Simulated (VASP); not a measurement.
Here is a VASP 6.6.1 calculation.

Contents of INCAR:

```
PREC = Accurate
ENCUT = 520
EDIFF = 1E-6
ISMEAR = -1
SIGMA = 0.05
LREAL = False
LASPH = True
NELM = 100
ALGO = Normal
ISIF = 2
LWAVE = False
LCHARG = False
GGA = PE
NBANDS = 17
```

File KPOINTS:

```
Automatic mesh
0
Gamma
  7 7 7
```

POSCAR

```
SnTe
1.0
    0.0000000000      3.2048361606      3.2048361606
    3.2048361606      0.0000000000      3.2048361606
    3.2048361606      3.2048361606      0.0000000000
Te Sn
1 1
Direct
    0.5000000000      0.5000000000      0.5000000000
    0.0000000000      0.0000000000      0.0000000000
```

Potentials or basis: VASP PAW PBE potentials, release 64 (Te, Sn_d).

Run with:

```sh
$ cat potpaw_PBE.64/Te/POTCAR potpaw_PBE.64/Sn_d/POTCAR > POTCAR
$ mpirun -np 1 vasp_std > vasp.out
```

Estimate the pressure.

-0.1 GPa.
